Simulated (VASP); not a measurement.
# CoSn2 (I4/mcm) in VASP: a series of runs

CoSn2 is run at these levels: PBEsol; tasks: single point.

Program: VASP 6.6.1. These are calculated values, not measurements. Logs are shortened: lines on timing, memory, paths and dates and some standing lists are left out, and cuts for length are marked.

## (1) The cell of the first run

Symmetry: I4/mcm, No. 140, tetragonal system. The conventional cell has a = 6.280 Å, b = 6.280 Å, c = 5.398 Å, α = 90.00°, β = 90.00°, γ = 90.00°. Within 3.6 Å of Co (site symmetry 422) lie 2 Co at 2.70 Å and 8 Sn at 2.70 Å. Within 3.6 Å of Sn (site symmetry m2m) lie 4 Co at 2.70 Å and 11 Sn at 2.95 to 3.41 Å.

## (2) Single point, PBEsol

The input, INCAR:

```
SYSTEM = CoSn2
PREC = Accurate
ENCUT = 520
EDIFF = 1E-6
ISMEAR = 0
SIGMA = 0.1
LREAL = .FALSE.
LASPH = .TRUE.
NELM = 80
ALGO = Fast
ISIF = 2
LWAVE = .FALSE.
LCHARG = .FALSE.
GGA = PS
NBANDS = 46
```

The input, KPOINTS:

```
Automatic mesh
0
G
  8 8 8
  0 0 0
```

The input, POSCAR:

```
CoSn2
1.0
   -3.1397850743      3.1397850743      2.6987583025
    3.1397850743     -3.1397850743      2.6987583025
    3.1397850743      3.1397850743     -2.6987583025
Co Sn
2 4
Direct
    0.2500000000      0.2500000000      0.0000000000
    0.7500000000      0.7500000000      0.0000000000
    0.6663276329      0.1663276329      0.8326552658
    0.1663276329      0.3336723671      0.5000000000
    0.3336723671      0.8336723671      0.1673447342
    0.8336723671      0.6663276329      0.5000000000
```

Potentials or basis: VASP PAW PBE potentials, release 64 (Co, Sn_d).

Command:

```console
> cat potpaw_PBE.64/Co/POTCAR potpaw_PBE.64/Sn_d/POTCAR > POTCAR
> mpirun -np 1 vasp_std > vasp.out
```

OUTCAR:

```text
SYSTEM = CoSn2
   PREC = Accurate
   ENCUT = 520
   EDIFF = 1E-6
   ISMEAR = 0
   LREAL = .FALSE.
   LASPH = .TRUE.
   NELM = 80
   ISIF = 2
   GGA = PS

 ion  position               nearest neighbor table
   1  0.250  0.250  0.000-   2 2.70   2 2.70   6 2.70   3 2.70   4 2.70   5 2.70   4 2.70   6 2.70
                             3 2.70   5 2.70
   2  0.750  0.750  0.000-   1 2.70   1 2.70   5 2.70   3 2.70   5 2.70   6 2.70   6 2.70   3 2.70
                             4 2.70   4 2.70
   3  0.666  0.166  0.833-   1 2.70   2 2.70   1 2.70   2 2.70   5 2.95   5 3.08   5 3.08   4 3.31
                             6 3.31   6 3.31   4 3.31   6 3.41   4 3.41   4 3.41   6 3.41
   4  0.166  0.334  0.500-   2 2.70   1 2.70   1 2.70   2 2.70   6 2.95   6 3.08   6 3.08   5 3.31
                             3 3.31   5 3.31   3 3.31   3 3.41   3 3.41   5 3.41   5 3.41
   5  0.334  0.834  0.167-   1 2.70   2 2.70   1 2.70   2 2.70   3 2.95   3 3.08   3 3.08   6 3.31
                             4 3.31   6 3.31   4 3.31   4 3.41   6 3.41   4 3.41   6 3.41
   6  0.834  0.666  0.500-   1 2.70   2 2.70   2 2.70   1 2.70   4 2.95   4 3.08   4 3.08   5 3.31
                             3 3.31   5 3.31   3 3.31   3 3.41   3 3.41   5 3.41   5 3.41

  LATTYP: Found a body centered tetragonal cell.
 ALAT       =     6.2795701486
 C/A-ratio  =     0.8595359996

  Lattice vectors:

 A1 = (  -3.1397850743,   3.1397850743,   2.6987583025)
 A2 = (   3.1397850743,  -3.1397850743,   2.6987583025)
 A3 = (   3.1397850743,   3.1397850743,  -2.6987583025)

Analysis of symmetry for initial positions (statically):
=====================================================================
 Subroutine PRICEL returns:
 Original cell was already a primitive cell.

 Routine SETGRP: Setting up the symmetry group for a
 body centered tetragonal supercell.

 Subroutine GETGRP returns: Found 16 space group operations
 (whereof  8 operations were pure point group operations)
 out of a pool of 16 trial point group operations.

The static configuration has the point symmetry C_4h.
 The point group associated with its full space group is D_4h.

Analysis of symmetry for dynamics (positions and initial velocities):
=====================================================================
 Subroutine PRICEL returns:
 Original cell was already a primitive cell.

 Routine SETGRP: Setting up the symmetry group for a
 body centered tetragonal supercell.

 Subroutine GETGRP returns: Found 16 space group operations
 (whereof  8 operations were pure point group operations)
 out of a pool of 16 trial point group operations.

The dynamic configuration has the point symmetry C_4h.
[... 114 lines left out ...]
   ISIF   =      2    stress and relaxation
   ISYM   =      2    0-nonsym 1-usesym 2-fastsym
   POTIM  = 0.5000    time-step for ionic-motion
   TEBEG  =    0.0;   TEEND  =   0.0 temperature during run
   PSTRESS=    0.0 pullay stress
   NELECT =      74.0000    total number of electrons
   NUPDOWN=      -1.0000    fix difference up-down
   EMIN   =  10.00;   EMAX   =-10.00  energy-range for DOS
   EFERMI =   0.00;   METHOD = LEGACY
   ISMEAR =     0;   SIGMA  =   0.10  broadening in eV -4-tet -1-fermi 0-gaus
   EFERMI_NEDOS =   21; number of points for ismear=-14 and -15
   IALGO  =     68    algorithm
   IMIX   =      4    mixing-type and parameters
     AMIX     =   0.40;   BMIX     =  1.00
     AMIX_MAG =   1.60;   BMIX_MAG =  1.00
  volume/ion in A,a.u.               =      17.74       119.69
  Fermi-wavevector in a.u.,A,eV,Ry     =   1.450366  2.740793 28.620673  2.103560
  Thomas-Fermi vector in A             =   2.567986
   LORBIT       =      0    0 simple, 1 ext, 2 COOP (PROOUT), +10 PAW based schemes
   GGA     = PS    functional components
   LHFCALC =     F    Hartree Fock is set to
   AEXX    =    0.0000 exact exchange contribution
   IVDW    =     0    specifies the selected vdW correction
   LEPSILON=     F    determine dielectric tensor
   LRPA    =     F    only Hartree local field effects (RPA)
 non-spin polarized calculation
 RMM-DIIS sequential band-by-band and
 Gauss-broadening in eV      SIGMA  =   0.10
  energy-cutoff  :      520.00
  volume of cell :      106.42
 maximum number of plane-waves:      2894
   NGX = 19   NGY = 19   NGZ = 19

 number of electron      73.9999994 magnetization

 Free energy of the ion-electron system (eV)
  ---------------------------------------------------
  ext. energy  EPLUGINS =         0.00000000
  ---------------------------------------------------
  free energy    TOTEN  =       -33.29829556 eV

  energy without entropy =      -33.28231170  energy(sigma->0) =      -33.29030363

 E-fermi :  10.8726     XC(G=0): -12.1040

 val. band max:       10.8511866977   @ k =   0.2500  -0.0000   0.0000
 cond. band min:      10.8820187485   @ k =  -0.2500  -0.2500   0.1250
 fundamental gap:      0.0308320508
 Fermi energy:        10.8726009178

 k-point     1 :       0.0000    0.0000    0.0000
  band No.  band energies     occupation
      1     -10.6311      2.00000
      2     -10.6007      2.00000
      3     -10.5776      2.00000
      4     -10.5747      2.00000
      5     -10.5743      2.00000
      6     -10.5743      2.00000
[... 1165 lines left out ...]
     45      15.1615      0.00000
     46      15.1615      0.00000

 [... further k-points ...]

------------------------ aborting loop because EDIFF is reached ----------------------------------------

  FORCE on cell =-STRESS in cart. coord.  units (eV):
  Direction    XX          YY          ZZ          XY          YZ          ZX
  --------------------------------------------------------------------------------------
  -------------------------------------------------------------------------------------
  Total       -0.0191003     -0.0191003      0.0072151      0.0000000     -0.0000000      0.0000000
  in kB       -0.2875583     -0.2875583      0.1086248      0.0000000     -0.0000000      0.0000000
  external PRESSURE =      -0.1554973 kB  Pullay stress =       0.0000000 kB

 VOLUME and BASIS-vectors are now :
 -----------------------------------------------------------------------------
  energy-cutoff  :      520.00
  volume of cell :      106.42
      direct lattice vectors                 reciprocal lattice vectors
    -3.139785074  3.139785074  2.698758302     0.000000000  0.159246569  0.185270389
     3.139785074 -3.139785074  2.698758302     0.159246569  0.000000000  0.185270389
     3.139785074  3.139785074 -2.698758302     0.159246569  0.159246569  0.000000000

 POSITION                                       TOTAL-FORCE (eV/Angst)
 -----------------------------------------------------------------------------------
      0.00000      0.00000      1.34938         0.000000     -0.000000      0.000000
      0.00000      0.00000      4.04814         0.000000     -0.000000      0.000000
      1.04447      4.18425      0.00000         0.003051      0.003051     -0.000000
      2.09532      1.04447      0.00000        -0.003051      0.003051     -0.000000
      2.09532     -1.04447      2.69876        -0.003051     -0.003051      0.000000
      1.04447      2.09532      2.69876         0.003051     -0.003051     -0.000000
 -----------------------------------------------------------------------------------
    total drift:                               -0.000000     -0.000000      0.000000

  FREE ENERGIE OF THE ION-ELECTRON SYSTEM (eV)
  ---------------------------------------------------
  free  energy   TOTEN  =       -33.2982955650 eV

  energy  without entropy=      -33.2823117045  energy(sigma->0) =      -33.29030363
```

OSZICAR:

```text
N       E                     dE             d eps       ncg     rms          rms(c)
DAV:   1     0.780357507865E+03    0.78036E+03   -0.34723E+04  5538   0.272E+03
DAV:   2     0.904598456338E+02   -0.68990E+03   -0.67326E+03  5428   0.663E+02
DAV:   3    -0.284385764560E+02   -0.11890E+03   -0.11541E+03  5684   0.233E+02
DAV:   4    -0.351366920299E+02   -0.66981E+01   -0.66153E+01  6212   0.611E+01
DAV:   5    -0.353225594902E+02   -0.18587E+00   -0.18571E+00  6934   0.988E+00    0.142E+01
RMM:   6    -0.428598315212E+02   -0.75373E+01   -0.43289E+01  6004   0.378E+01    0.257E+01
RMM:   7    -0.334404397277E+02    0.94194E+01   -0.12877E+01  5779   0.223E+01    0.285E+00
RMM:   8    -0.333153869731E+02    0.12505E+00   -0.95384E-01  6157   0.502E+00    0.170E+00
RMM:   9    -0.332956482835E+02    0.19739E-01   -0.22226E-01  6401   0.277E+00    0.400E-01
RMM:  10    -0.332979946261E+02   -0.23463E-02   -0.50638E-02  7346   0.152E+00    0.316E-01
RMM:  11    -0.332981202950E+02   -0.12567E-03   -0.14057E-02  8557   0.719E-01    0.178E-01
RMM:  12    -0.332983495324E+02   -0.22924E-03   -0.40887E-03  8487   0.354E-01    0.138E-01
RMM:  13    -0.332982673212E+02    0.82211E-04   -0.12410E-03  8688   0.172E-01    0.318E-02
RMM:  14    -0.332982893545E+02   -0.22033E-04   -0.39227E-04  9066   0.784E-02    0.169E-02
RMM:  15    -0.332982950395E+02   -0.56851E-05   -0.68482E-05  7564   0.356E-02    0.105E-02
RMM:  16    -0.332982964600E+02   -0.14204E-05   -0.11776E-05  6832   0.174E-02    0.825E-03
RMM:  17    -0.332982954563E+02    0.10037E-05   -0.51365E-06  5939   0.132E-02    0.927E-04
RMM:  18    -0.332982955650E+02   -0.10870E-06   -0.17686E-06  3673   0.756E-03
   1 F= -.33298296E+02 E0= -.33290304E+02  d E =-.159839E-01
```

Wall time 3.8 min (1 thread of AMD EPYC 9R45 (Zen 5), shared host); peak memory 0.36 GiB.

What came out:

```
Free energy            : -33.2983 eV
Pressure               : 0.0 GPa
Largest force          : 0.004 eV/Å
Band gap on the k mesh : zero (bands 37 and 38 overlap by 1.65 eV)
```

Forces on the atoms (eV/Å):
```
Co   0.000  0.000  0.000
Co   0.000  0.000  0.000
Sn   0.003  0.003  0.000
Sn  -0.003  0.003  0.000
Sn  -0.003 -0.003  0.000
Sn   0.003 -0.003  0.000
```

Caveat: the PAW data sets were made with another functional, which shifts forces and pressure a little; spin-orbit coupling is left out, which moves the levels of the heavy elements; the run has no spin polarisation, though such a crystal can be magnetic. Spin polarisation is off, so any magnetic state and its effect on volume and gap are missing.

## (3) Single point, PBEsol

This run uses another cell than the first one, of 17.89 Å³/atom.

The input, INCAR:

```
ALGO = Fast
EDIFF = 1E-7
ENCUT = 520
GGA = PS
ISIF = 2
ISMEAR = 0
LASPH = T
LCHARG = F
LREAL = F
LWAVE = F
NBANDS = 46
NELM = 100
PREC = Accurate
SIGMA = 0.1
```

The input, KPOINTS:

```
k-points
0
Gamma
  8 8 8
```

The input, POSCAR:

```
CoSn2
1.0
   -3.1483708581      3.1483708581      2.7068707938
    3.1483708581     -3.1483708581      2.7068707938
    3.1483708581      3.1483708581     -2.7068707938
Co Sn
2 4
Direct
    0.2500000000      0.2500000000      0.0000000000
    0.7500000000      0.7500000000      0.0000000000
    0.6663980459      0.1663980459      0.8327960918
    0.1663980459      0.3336019541      0.5000000000
    0.3336019541      0.8336019541      0.1672039082
    0.8336019541      0.6663980459      0.5000000000
```

Potentials or basis: VASP PAW PBE potentials, release 64 (Co, Sn_d).

Command:

```console
> cat potpaw_PBE.64/Co/POTCAR potpaw_PBE.64/Sn_d/POTCAR > POTCAR
> mpirun -np 1 vasp_std > vasp.out
```

It took 5.1 min on 1 thread of AMD EPYC 9R45 (Zen 5), shared host; peak memory 0.36 GiB.

Results (log left out):

* Free energy: -33.2958 eV
* Pressure: -1.0 GPa
* Largest force: 0.007 eV/Å
* Band gap on the k mesh: zero (bands 37 and 38 overlap by 1.62 eV)

Forces on the atoms (eV/Å):
```
Co   0.000  0.000  0.000
Co   0.000  0.000  0.000
Sn   0.005  0.005  0.000
Sn  -0.005  0.005  0.000
Sn  -0.005 -0.005  0.000
Sn   0.005 -0.005  0.000
```

Levels at points of the mesh, in eV from the Fermi level:
```tsv
k point	band 35	band 36	band 37	band 38	band 39	band 40
(0.00, 0.00, 0.00)	-1.13	-1.06	-0.58	-0.58	0.42	0.49
(0.50, 0.00, 0.00)	-0.71	-0.71	0.22	0.22	1.95	1.95
(0.50, 0.50, 0.00)	-1.07	-0.70	-0.58	0.72	0.84	1.40
(0.50, 0.50, 0.50)	-0.69	0.23	0.27	1.65	2.67	2.71
```

Caveat: the PAW data sets were made with another functional, which shifts forces and pressure a little; spin-orbit coupling is left out, which moves the levels of the heavy elements; the run has no spin polarisation, though such a crystal can be magnetic. Spin polarisation is off, so any magnetic state and its effect on volume and gap are missing.

## (4) Single point, PBEsol (uniaxial strain along c: -4.0 %, then relaxed in part)

The input, INCAR:

```
  PREC = Accurate
  ENCUT = 520
  EDIFF = 1E-6
  ISMEAR = 0
  SIGMA = 0.1
  LREAL = F
  LASPH = T
  NELM = 60
  ALGO = Fast
  ISIF = 2
  LWAVE = F
  LCHARG = T
  GGA = PS
  LELF = T
  LVHAR = T
  NBANDS = 86
```

The input, KPOINTS:

```
regular mesh
0
Gamma
  6 6 8
```

The input, POSCAR:

```
CoSn2
1.0
    6.3389490779      0.0000000000      0.0000000000
    0.0000000000      6.3389490779      0.0000000000
    0.0000000000      0.0000000000      5.1816159369
Co Sn
4 8
Direct
    0.0000000000      0.0000000000      0.2500000000
    0.0000000000      0.0000000000      0.7500000000
    0.5000000000      0.5000000000      0.7500000000
    0.5000000000      0.5000000000      0.2500000000
    0.1649504584      0.6649504584      0.0000000000
    0.3350495416      0.1649504584      0.0000000000
    0.3350495416      0.8350495416      0.5000000000
    0.1649504584      0.3350495416      0.5000000000
    0.6649504584      0.1649504584      0.5000000000
    0.8350495416      0.6649504584      0.5000000000
    0.8350495416      0.3350495416      0.0000000000
    0.6649504584      0.8350495416      0.0000000000
```

Command:

```console
> cat potpaw_PBE.64/Co/POTCAR potpaw_PBE.64/Sn_d/POTCAR > POTCAR
> mpirun -np 1 vasp_std > vasp.out
```

Run time: 16 min. Hardware: 1 thread of Oxide Virtual Turin-like, shared host; peak memory 0.69 GiB.

It converged, with:

```yaml
Free_energy: -66.3658 eV
Pressure: 2.9 GPa
Largest_force: 0.005 eV/Å
Band_gap_on_the_k_mesh: zero (bands 74 and 75 overlap by 1.28 eV)
```

Forces on the atoms (eV/Å):
```
Co   0.000  0.000  0.000
Co   0.000  0.000  0.000
Co   0.000  0.000  0.000
Co   0.000  0.000  0.000
Sn   0.004  0.004  0.000
Sn  -0.004  0.004  0.000
Sn  -0.004 -0.004  0.000
Sn   0.004 -0.004  0.000
Sn   0.004  0.004  0.000
Sn  -0.004  0.004  0.000
Sn  -0.004 -0.004  0.000
Sn   0.004 -0.004  0.000
```

Stress tensor (GPa, compression positive):
```
-0.03  0.00  0.00
 0.00 -0.03  0.00
 0.00  0.00  8.65
```

Levels at points of the mesh, in eV from the Fermi level:
```tsv
k point	band 70	band 71	band 72	band 73	band 74	band 75	band 76	band 77	band 78	band 79
(0.00, 0.00, 0.00)	-0.53	-0.53	-0.45	-0.45	0.29	0.40	0.53	0.55	0.58	0.58
(0.50, 0.00, 0.00)	-0.49	-0.49	-0.49	-0.22	-0.22	-0.18	-0.18	0.51	0.51	1.78
(0.50, 0.50, 0.00)	-1.10	-0.53	-0.53	-0.44	-0.44	0.65	0.65	0.92	0.92	1.27
(0.00, 0.00, 0.50)	-0.94	-0.93	-0.93	-0.37	-0.37	-0.37	-0.37	0.31	0.31	2.07
(0.50, 0.00, 0.50)	-0.74	-0.74	-0.74	0.17	0.17	0.17	0.17	2.18	2.18	2.18
(0.50, 0.50, 0.50)	-0.75	-0.75	-0.75	0.91	0.91	0.91	0.91	1.06	1.06	1.06
```

Caveat: the cell differs from its parent crystal (uniaxial strain along c: -4.0 %, then relaxed in part); the PAW data sets were made with another functional, which shifts forces and pressure a little; spin-orbit coupling is left out, which moves the levels of the heavy elements; the run has no spin polarisation, though such a crystal can be magnetic. Spin polarisation is off, so any magnetic state and its effect on volume and gap are missing.

## (5) Single point, PBEsol (uniaxial strain along c: +2.0 %, then relaxed in part)

The input, INCAR:

```
ALGO = Fast
EDIFF = 1E-7
ENCUT = 520
GGA = PS
ISIF = 2
ISMEAR = 0
LASPH = True
LCHARG = False
LREAL = False
LWAVE = False
NBANDS = 86
NELM = 100
PREC = Accurate
SIGMA = 0.1
```

The input, KPOINTS:

```
k-points
0
Gamma
  6 6 8
```

The input, POSCAR:

```
CoSn2
1.0
    6.2495883177      0.0000000000      0.0000000000
    0.0000000000      6.2495883177      0.0000000000
    0.0000000000      0.0000000000      5.5054669329
Co Sn
4 8
Direct
    0.0000000000      0.0000000000      0.2500000000
    0.0000000000      0.0000000000      0.7500000000
    0.5000000000      0.5000000000      0.7500000000
    0.5000000000      0.5000000000      0.2500000000
    0.1669789596      0.6669789596      0.0000000000
    0.3330210404      0.1669789596      0.0000000000
    0.3330210404      0.8330210404      0.5000000000
    0.1669789596      0.3330210404      0.5000000000
    0.6669789596      0.1669789596      0.5000000000
    0.8330210404      0.6669789596      0.5000000000
    0.8330210404      0.3330210404      0.0000000000
    0.6669789596      0.8330210404      0.0000000000
```

Command:

```console
> cat potpaw_PBE.64/Co/POTCAR potpaw_PBE.64/Sn_d/POTCAR > POTCAR
> mpirun -np 1 vasp_std > vasp.out
```

Run time: 31 min. Hardware: 1 thread of Oxide Virtual Turin-like, shared host; peak memory 0.7 GiB.

It converged, with:

```
Free energy            : -66.5588 eV
Pressure               : -1.0 GPa
Largest force          : 0.005 eV/Å
Band gap on the k mesh : zero (bands 74 and 75 overlap by 1.41 eV)
```

Forces on the atoms (eV/Å):
```
Co   0.000  0.000  0.000
Co   0.000  0.000  0.000
Co   0.000  0.000  0.000
Co   0.000  0.000  0.000
Sn   0.004  0.004  0.000
Sn  -0.004  0.004  0.000
Sn  -0.004 -0.004  0.000
Sn   0.004 -0.004  0.000
Sn   0.004  0.004  0.000
Sn  -0.004  0.004  0.000
Sn  -0.004 -0.004  0.000
Sn   0.004 -0.004  0.000
```

Stress tensor (GPa, compression positive):
```
-0.01  0.00  0.00
 0.00 -0.01  0.00
 0.00  0.00 -3.11
```

Levels at points of the mesh, in eV from the Fermi level:
```tsv
k point	band 72	band 73	band 74	band 75	band 76	band 77
(0.00, 0.00, 0.00)	-0.63	-0.63	0.13	0.23	0.49	0.49
(0.50, 0.00, 0.00)	-0.68	-0.23	-0.23	-0.07	-0.07	0.39
(0.50, 0.50, 0.00)	-0.77	-0.63	-0.63	0.66	0.66	0.96
(0.00, 0.00, 0.50)	-0.68	-0.29	-0.29	-0.29	-0.29	0.44
(0.50, 0.00, 0.50)	-0.70	0.25	0.25	0.25	0.25	1.83
(0.50, 0.50, 0.50)	-0.67	1.12	1.12	1.12	1.12	1.15
```

Caveat: the cell differs from its parent crystal (uniaxial strain along c: +2.0 %, then relaxed in part); the PAW data sets were made with another functional, which shifts forces and pressure a little; spin-orbit coupling is left out, which moves the levels of the heavy elements; the run has no spin polarisation, though such a crystal can be magnetic. Spin polarisation is off, so any magnetic state and its effect on volume and gap are missing.

## (6) The runs side by side

```tsv
cell	k mesh	further INCAR settings	gap on the mesh (eV)	pressure (GPa)	largest force (eV/Å)
a = 5.196 Å, angles 105.6, 105.6, 117.4°, 6 atoms, atomic positions A	8 × 8 × 8	ALGO = Fast; EDIFF = 1e-06; NBANDS = 46	none	0.0	-
a = 5.211 Å, angles 105.7, 105.7, 117.4°, 6 atoms, atomic positions A	8 × 8 × 8	ALGO = Fast; EDIFF = 1e-07; NBANDS = 46	none	-1.0	0.01
a = 6.339, b = 6.339, c = 5.182 Å, 12 atoms, atomic positions B	6 × 6 × 8	ALGO = Fast; EDIFF = 1e-06; NBANDS = 86	none	2.9	0.01
a = 6.250, b = 6.250, c = 5.505 Å, 12 atoms, atomic positions C	6 × 6 × 8	ALGO = Fast; EDIFF = 1e-07; NBANDS = 86	none	-1.0	-
```

Alike in all rows: task single point; level PBEsol; potentials or basis VASP PAW PBE potentials, release 64 (Co, Sn_d); no spin polarisation; cutoff (eV) 520; smearing gaussian 0.1 eV.

Caveats: the PAW data sets were made with another functional, which shifts forces and pressure a little; spin-orbit coupling is left out, which moves the levels of the heavy elements; the run has no spin polarisation, though such a crystal can be magnetic.

Total energies depend on the potentials used, so only differences within one code and one set of settings carry meaning.
